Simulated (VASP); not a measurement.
# SiC (Ibam) in VASP: relaxation of cell and atoms with PBE

Aim: the relaxation of cell and atoms of SiC with PBE.

Program: VASP 6.6.1. These are calculated values, not measurements. Logs are shortened: lines on timing, memory, paths and dates and some standing lists are left out, and cuts for length are marked.

## 1. The cell of the first run

It takes space group Ibam (No. 72, orthorhombic). The conventional cell has a = 6.267 Å, b = 7.560 Å, c = 5.537 Å, α = 90.00°, β = 90.00°, γ = 90.00°. Within 2.6 Å of Si (site symmetry m) lie 4 C at 1.87 to 1.95 Å and 1 Si at 2.51 Å. Within 2.6 Å of Si (site symmetry 222) lie 4 C at 1.93 Å. Within 2.5 Å of C (site symmetry m) lie 4 Si at 1.89 to 1.95 Å. C (site symmetry 222) has 4 Si at 1.87 Å within 2.5 Å.

The cell was generated, and may not be a known phase.

## 2. Relaxation of cell and atoms, PBE

File INCAR:

```
PREC     = Accurate       # precision mode
ENCUT    = 600            # plane-wave cutoff, eV
EDIFF    = 1E-7           # SCF threshold, eV
ISMEAR   = 0              # smearing method
SIGMA    = 0.02           # smearing width, eV
LREAL    = F              # projectors in reciprocal space
LASPH    = T              # aspherical terms in the spheres
NELM     = 80             # most SCF steps
ALGO     = Normal         # electronic algorithm
ISIF     = 3              # what is computed and relaxed
LWAVE    = F              # write WAVECAR
LCHARG   = F              # write CHGCAR
GGA      = PE             # functional
IBRION   = 2              # ionic algorithm
NSW      = 100            # ionic steps
EDIFFG   = -0.01          # ionic threshold
```

File KPOINTS:

```
regular mesh
0
Gamma
  8 8 8
```

File POSCAR:

```
SiC
1.0
   -3.1335589481      3.7797706706      2.7684783959
    3.1335589481     -3.7797706706      2.7684783959
    3.1335589481      3.7797706706     -2.7684783959
Si C
6 6
Direct
    0.3537061960      0.4054351856      0.7591413817
    0.1462938040      0.9054351856      0.0517289896
    0.8537061960      0.0945648144      0.9482710104
    0.6462938040      0.5945648144      0.2408586183
    0.7500000000      0.2500000000      0.5000000000
    0.2500000000      0.7500000000      0.5000000000
    0.3444794926      0.1043336747      0.4488131673
    0.1555205074      0.6043336747      0.7598541821
    0.2500000000      0.2500000000      0.0000000000
    0.7500000000      0.7500000000      0.0000000000
    0.8444794926      0.3956663253      0.2401458179
    0.6555205074      0.8956663253      0.5511868327
```

Potentials or basis: VASP PAW PBE potentials, release 64 (Si, C).

Started as:

```sh
> cat potpaw_PBE.64/Si/POTCAR potpaw_PBE.64/C/POTCAR > POTCAR
> mpirun -np 1 vasp_std > vasp.out
```

OUTCAR:

```text
PREC = Accurate
   ENCUT = 600
   EDIFF = 1E-7
   ISMEAR = 0
   LREAL = F
   LASPH = T
   NELM = 80
   ISIF = 3
   GGA = PE
   IBRION = 2
   NSW = 100
   EDIFFG = -0.01

 ion  position               nearest neighbor table
   1  0.354  0.405  0.759-   9 1.87  10 1.87   7 1.89   8 1.95   4 2.51   3 3.01   3 3.01   5 3.07
                             6 3.07   6 3.10   5 3.10
   2  0.146  0.905  0.052-   9 1.87  10 1.87   8 1.89   7 1.95   3 2.51   4 3.01   4 3.01   6 3.07
                             5 3.07   5 3.10   6 3.10
   3  0.854  0.095  0.948-   9 1.87  10 1.87  11 1.89  12 1.95   2 2.51   1 3.01   1 3.01   5 3.07
                             6 3.07   6 3.10   5 3.10
   4  0.646  0.595  0.241-  10 1.87   9 1.87  12 1.89  11 1.95   1 2.51   2 3.01   2 3.01   6 3.07
                             5 3.07   5 3.10   6 3.10
   5  0.750  0.250  0.500-   7 1.93   8 1.93  11 1.93  12 1.93   6 2.77   6 2.77   3 3.07   2 3.07
                             1 3.07   4 3.07   4 3.10   2 3.10   3 3.10   1 3.10
   6  0.250  0.750  0.500-   7 1.93   8 1.93  11 1.93  12 1.93   5 2.77   5 2.77   2 3.07   3 3.07
                             4 3.07   1 3.07   1 3.10   3 3.10   2 3.10   4 3.10
   7  0.344  0.104  0.449-   1 1.89   5 1.93   6 1.93   2 1.95
   8  0.156  0.604  0.760-   2 1.89   5 1.93   6 1.93   1 1.95
   9  0.250  0.250  0.000-   1 1.87   4 1.87   3 1.87   2 1.87
  10  0.750  0.750  0.000-   4 1.87   1 1.87   3 1.87   2 1.87
  11  0.844  0.396  0.240-   3 1.89   5 1.93   6 1.93   4 1.95
  12  0.656  0.896  0.551-   4 1.89   5 1.93   6 1.93   3 1.95

  LATTYP: Found a body centered orthorhombic cell.
 ALAT       =     5.5369567918
 B/A-ratio  =     1.1318704718
 C/A-ratio  =     1.3652881222

  Lattice vectors:

 A1 = (   3.1335589481,  -3.7797706706,   2.7684783959)
 A2 = (  -3.1335589481,  -3.7797706706,  -2.7684783959)
 A3 = (   3.1335589481,   3.7797706706,  -2.7684783959)

Analysis of symmetry for initial positions (statically):
=====================================================================
 Subroutine PRICEL returns:
 Original cell was already a primitive cell.

 Routine SETGRP: Setting up the symmetry group for a
 body centered orthorhombic supercell.

 Subroutine GETGRP returns: Found  8 space group operations
 (whereof  4 operations were pure point group operations)
 out of a pool of  8 trial point group operations.

The static configuration has the point symmetry C_2h.
 The point group associated with its full space group is D_2h.

Analysis of symmetry for dynamics (positions and initial velocities):
=====================================================================
 Subroutine PRICEL returns:
 Original cell was already a primitive cell.

 Routine SETGRP: Setting up the symmetry group for a
 body centered orthorhombic supercell.

 Subroutine GETGRP returns: Found  8 space group operations
 (whereof  4 operations were pure point group operations)
 out of a pool of  8 trial point group operations.

The dynamic configuration has the point symmetry C_2h.
 The point group associated with its full space group is D_2h.

 Subroutine INISYM returns: Found  8 space group operations
 (whereof  4 operations are pure point group operations),
 and found     1 'primitive' translations

----------------------------------------------------------------------------------------

                                     Primitive cell

  volume of cell :     131.1609

  direct lattice vectors                    reciprocal lattice vectors
    -3.133558948  3.779770671  2.768478396     0.000000000  0.132283158  0.180604624
     3.133558948 -3.779770671  2.768478396     0.159562979  0.000000000  0.180604624
     3.133558948  3.779770671 -2.768478396     0.159562979  0.132283158  0.000000000

  length of vectors
     5.636517598  5.636517598  5.636517598     0.223867961  0.240994553  0.207265960

  position of ions in fractional coordinates (direct lattice)
     0.353706196  0.405435186  0.759141382
     0.146293804  0.905435186  0.051728990
     0.853706196  0.094564814  0.948271010
     0.646293804  0.594564814  0.240858618
     0.750000000  0.250000000  0.500000000
     0.250000000  0.750000000  0.500000000
     0.344479493  0.104333675  0.448813167
     0.155520507  0.604333675  0.759854182
     0.250000000  0.250000000  0.000000000
     0.750000000  0.750000000  0.000000000
     0.844479493  0.395666325  0.240145818
     0.655520507  0.895666325  0.551186833

  ion indices of the primitive-cell ions
   primitive index   ion index
                 1           1
                 2           2
                 3           3
                 4           4
                 5           5
                 6           6
                 7           7
                 8           8
                 9           9
                10          10
                11          11
                12          12

----------------------------------------------------------------------------------------

 KPOINTS: regular mesh

Automatic generation of k-mesh.
 Grid dimensions read from file:
 generate k-points for:    8    8    8

 Generating k-lattice:

  Cartesian coordinates                     Fractional coordinates (reciprocal lattice)
     0.000000000  0.016535395  0.022575578     0.125000000 -0.000000000  0.000000000
     0.019945372  0.000000000  0.022575578    -0.000000000  0.125000000  0.000000000
     0.019945372  0.016535395  0.000000000     0.000000000  0.000000000  0.125000000

  Length of vectors
     0.027983495  0.030124319  0.025908245

  Shift w.r.t. Gamma in fractional coordinates (k-lattice)
     0.000000000  0.000000000  0.000000000

 Subroutine IBZKPT returns following result:
 ===========================================

 Found     95 irreducible k-points:

 Following reciprocal coordinates:
            Coordinates               Weight
  0.000000  0.000000  0.000000      1.000000
  0.125000  0.000000  0.000000      4.000000
  0.250000  0.000000  0.000000      4.000000
  0.375000  0.000000  0.000000      4.000000
  0.500000  0.000000  0.000000      2.000000
  0.000000  0.125000  0.000000      4.000000
[... 16 lines left out ...]
  0.125000  0.375000  0.000000      8.000000
  0.250000  0.375000  0.000000      8.000000
 [... further k-points ...]
   k-points           NKPTS =     95   k-points in BZ     NKDIM =     95   number of bands    NBANDS=     31
   number of dos      NEDOS =    301   number of ions     NIONS =     12
   total plane-waves  NPLWV = 110592
   dimension x,y,z NGX =    48 NGY =   48 NGZ =   48
   dimension x,y,z NGXF=    96 NGYF=   96 NGZF=   96
   ions per type =               6   6
   NGX,Y,Z   is equivalent  to a cutoff of  14.16, 14.16, 14.16 a.u.
   NGXF,Y,Z  is equivalent  to a cutoff of  28.31, 28.31, 28.31 a.u.
 SYSTEM =  unknown system
   PREC   = accura    normal or accurate (medium, high low for compatibility)
   ISTART =      0    job   : 0-new  1-cont  2-samecut
   ICHARG =      2    charge: 1-file 2-atom 10-const
   ISPIN  =      1    spin polarized calculation?
   LNONCOLLINEAR =      F non collinear calculations
   LSORBIT =      F    spin-orbit coupling
   LASPH  =      T    aspherical Exc in radial PAW
   ENCUT  =  600.0 eV  44.10 Ry    6.64 a.u.  11.26 11.26 11.26*2*pi/ulx,y,z
   NELM   =     80;   NELMIN=  2; NELMDL= -5     # of ELM steps
   EDIFF  = 0.1E-06   stopping-criterion for ELM
   LREAL  =      F    real-space projection
   EDIFFG = -.1E-01   stopping-criterion for IOM
   NSW    =    100    number of steps for IOM
   IBRION =      2    ionic relax: 0-MD 1-quasi-New 2-CG
   NFREE  =      1    steps in history (QN), initial steepest desc. (CG)
   ISIF   =      3    stress and relaxation
   ISYM   =      2    0-nonsym 1-usesym 2-fastsym
   POTIM  = 0.5000    time-step for ionic-motion
   TEBEG  =    0.0;   TEEND  =   0.0 temperature during run
   PSTRESS=    0.0 pullay stress
   NELECT =      48.0000    total number of electrons
   NUPDOWN=      -1.0000    fix difference up-down
   EMIN   =  10.00;   EMAX   =-10.00  energy-range for DOS
   EFERMI =   0.00;   METHOD = LEGACY
   ISMEAR =     0;   SIGMA  =   0.02  broadening in eV -4-tet -1-fermi 0-gaus
   EFERMI_NEDOS =   21; number of points for ismear=-14 and -15
   IALGO  =     38    algorithm
   IMIX   =      4    mixing-type and parameters
     AMIX     =   0.40;   BMIX     =  1.00
     AMIX_MAG =   1.60;   BMIX_MAG =  1.00
  volume/ion in A,a.u.               =      10.93        73.76
  Fermi-wavevector in a.u.,A,eV,Ry     =   1.170992  2.212853 18.656597  1.371221
  Thomas-Fermi vector in A             =   2.307442
   LORBIT       =      0    0 simple, 1 ext, 2 COOP (PROOUT), +10 PAW based schemes
   GGA     = PE    functional components
   LHFCALC =     F    Hartree Fock is set to
   AEXX    =    0.0000 exact exchange contribution
   IVDW    =     0    specifies the selected vdW correction
   LEPSILON=     F    determine dielectric tensor
   LRPA    =     F    only Hartree local field effects (RPA)
 conjugate gradient relaxation of ions
 non-spin polarized calculation
 Gauss-broadening in eV      SIGMA  =   0.02
  energy-cutoff  :      600.00
  volume of cell :      131.16
 maximum number of plane-waves:      4396
 NGX is ok and might be reduce to    48
   NGX = 23   NGY = 23   NGZ = 23

--------------------------------------- Ionic step        1  -------------------------------------------

 number of electron      48.0000000 magnetization

 Free energy of the ion-electron system (eV)
  ---------------------------------------------------
  ext. energy  EPLUGINS =         0.00000000
  ---------------------------------------------------
  free energy    TOTEN  =       -85.35821705 eV

  energy without entropy =      -85.35821705  energy(sigma->0) =      -85.35821705

------------------------ aborting loop because EDIFF is reached ----------------------------------------

  FORCE on cell =-STRESS in cart. coord.  units (eV):
  Direction    XX          YY          ZZ          XY          YZ          ZX
  --------------------------------------------------------------------------------------
  -------------------------------------------------------------------------------------
  Total       -0.0783857     -0.1147154     -0.0688612      0.0000000      0.0000000      0.0000000
  in kB       -0.9575091     -1.4012894     -0.8411638      0.0000000      0.0000000      0.0000000
  external PRESSURE =      -1.0666541 kB  Pullay stress =       0.0000000 kB
[... 77 lines left out ...]
  energy  without entropy=      -85.3582477560  energy(sigma->0) =      -85.35824776

--------------------------------------- Ionic step        3  -------------------------------------------

 number of electron      48.0000000 magnetization

 Free energy of the ion-electron system (eV)
  ---------------------------------------------------
  ext. energy  EPLUGINS =         0.00000000
  ---------------------------------------------------
  free energy    TOTEN  =       -85.35826429 eV

  energy without entropy =      -85.35826429  energy(sigma->0) =      -85.35826429

 E-fermi :   8.4590     XC(G=0): -11.0674

 val. band max:        8.3173378030   @ k =   0.0000   0.0000   0.0000
 cond. band min:       9.3869468144   @ k =  -0.3750   0.3750   0.3750
 fundamental gap:      1.0696090114
 Fermi energy:         8.4589576714

 k-point     1 :       0.0000    0.0000    0.0000
  band No.  band energies     occupation
      1      -7.8361      2.00000
      2      -4.6761      2.00000
      3      -3.7889      2.00000
      4      -3.3488      2.00000
      5      -3.3007      2.00000
      6      -2.6570      2.00000
[... 805 lines left out ...]
     30      12.6967      0.00000
     31      13.1634      0.00000

 [... further k-points ...]
[... 5 lines left out ...]
  --------------------------------------------------------------------------------------
  -------------------------------------------------------------------------------------
  Total        0.0159611      0.0155688      0.0248020      0.0000000      0.0000000      0.0000000
  in kB        0.1951014      0.1903062      0.3031679      0.0000000      0.0000000      0.0000000
  external PRESSURE =       0.2295252 kB  Pullay stress =       0.0000000 kB
[... 27 lines left out ...]
  FREE ENERGIE OF THE ION-ELECTRON SYSTEM (eV)
  ---------------------------------------------------
  free  energy   TOTEN  =       -85.3582642911 eV

  energy  without entropy=      -85.3582642911  energy(sigma->0) =      -85.35826429

 reached required accuracy - stopping structural energy minimisation
```

It took 30 min on 1 thread of Oxide Virtual Turin-like, shared host; peak memory 0.52 GiB.

Results:

| Quantity | Value |
| --- | --- |
| Free energy | -85.3583 eV |
| Relaxed volume | 10.92 Å³/atom |
| Relaxed cell | a = 5.635 Å, b = 5.635 Å, c = 5.635 Å, α = 112.45°, β = 95.78°, γ = 121.16° |
| Space group after relaxing (to 0.1 Å) | Ibam (No. 72) |
| Energy gained by relaxing | 0.0 meV/atom |
| Ionic steps | 3 |
| Pressure after relaxing | 0.0 GPa |
| Largest force after relaxing | 0.008 eV/Å |
| Band gap on the k mesh | 1.07 eV (least direct gap 1.62 eV) |

Forces on the atoms (eV/Å):
```
Si  -0.001 -0.003  0.000
Si  -0.001  0.003  0.000
Si   0.001 -0.003  0.000
Si   0.001  0.003  0.000
Si   0.000  0.000  0.000
Si   0.000  0.000  0.000
C    0.005 -0.007  0.000
C    0.005  0.007  0.000
C    0.000  0.000  0.000
C    0.000  0.000  0.000
C   -0.005 -0.007  0.000
C   -0.005  0.007  0.000
```

Final structure:
```xyz
12
Lattice="-3.1329 3.7787 2.7680 3.1329 -3.7787 2.7680 3.1329 3.7787 -2.7680" Properties=species:S:1:pos:R:3 pbc="T T T"
Si    2.5405    2.6734    0.0000
Si    2.5405   -2.6734    2.7680
Si    0.5925    6.4520    0.0000
Si    0.5925    1.1053    2.7680
Si    0.0000    3.7787    1.3840
Si    3.1329    0.0000    1.3840
C     0.6540    2.6030    0.0000
C     3.7869    1.1756    0.0000
C     0.0000    0.0000    1.3840
C     0.0000    0.0000    4.1520
C    -0.6540    2.6030    2.7680
C     2.4790    1.1756    2.7680
```
